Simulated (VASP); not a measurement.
A run of VASP 6.6.1 is set up as follows.

The input INCAR:

```
PREC = Accurate
ENCUT = 600
EDIFF = 1E-6
ISMEAR = 0
SIGMA = 0.1
LREAL = F
LASPH = T
NELM = 60
ALGO = Normal
ISIF = 3
LWAVE = F
LCHARG = F
GGA = PE
IBRION = 2
NSW = 100
EDIFFG = -0.01
```

The input KPOINTS:

```
regular mesh
0
Gamma
  12 12 6
```

The input POSCAR:

```
B2AsH2
1.0
    3.7896431266      0.0000000000      0.0000000000
   -1.8948215633      3.2819272189      0.0000000000
    0.0000000000      0.0000000000      7.4028785975
B H As
2 2 1
Direct
    0.3333333333      0.6666666667      0.5000000000
    0.6666666667      0.3333333333      0.5000000000
    0.0000000000      0.0000000000      0.0507043690
    0.0000000000      0.0000000000      0.9492956310
    0.0000000000      0.0000000000      0.5000000000
```

Potentials or basis: VASP PAW PBE potentials, release 64 (B, H, As).

Command:

```console
$ cat potpaw_PBE.64/B/POTCAR potpaw_PBE.64/H/POTCAR potpaw_PBE.64/As/POTCAR > POTCAR
$ mpirun -np 1 vasp_std > vasp.out
```

Problem. What does it give for the space group after relaxing (to 0.1 Å)?

Solution. P6/mmm (No. 191).

Problem. Estimate the relaxed volume.

Solution. 18.87 Å³/atom.

Problem. Estimate the band gap on the k mesh.

Solution. Zero (an odd number of electrons rules out a gap without spin polarisation).

The path:
```
step  energy change (eV)  largest force (eV/Å)  pressure (GPa)  volume (Å³)
   1              0.0000                0.0090           -1.49        92.07
   2             -0.0189                0.0051           -0.07        89.80
   3             -0.0191                0.0051            0.02        89.61
   4             -0.0190                0.0048            0.13        89.24
   5             -0.0191                0.0049            0.06        89.48
   6             -0.0191                0.0052            0.05        89.53
   7             -0.0192                0.0098            0.05        89.61
   8             -0.0194                0.0254            0.04        89.84
   9             -0.0198                0.0551            0.02        90.32
  10             -0.0203                0.1113           -0.02        91.27
  11             -0.0206                0.2138           -0.09        93.17
  12             -0.0206                0.2127           -0.09        93.18
  13             -0.0206                0.2087           -0.08        93.23
  14             -0.0207                0.2010           -0.08        93.31
  15             -0.0208                0.1856           -0.08        93.47
  16             -0.0210                0.1541           -0.06        93.80
  17             -0.0212                0.0886           -0.04        94.45
  18             -0.0212                0.0525            0.00        95.76
  19             -0.0213                0.0192           -0.02        95.08
  20             -0.0213                0.0293           -0.02        94.98
  21             -0.0213                0.0418           -0.03        94.86
  22             -0.0213                0.0381           -0.02        94.90
  23             -0.0213                0.0328           -0.02        94.95
  24             -0.0213                0.0287           -0.03        94.90
  25             -0.0213                0.0150           -0.02        94.74
  26             -0.0214                0.0124            0.00        94.43
  27             -0.0214                0.0193            0.00        94.35
  28             -0.0213                0.0340            0.01        94.19
  29             -0.0213                0.0260            0.01        94.28
  30             -0.0213                0.0226            0.01        94.32
  31             -0.0214                0.0208            0.01        94.34
  32             -0.0214                0.0030            0.00        94.34
```

Caveat: this functional lacks dispersion, which binds the layers, so the pressure and a relaxed spacing across them are unreliable.
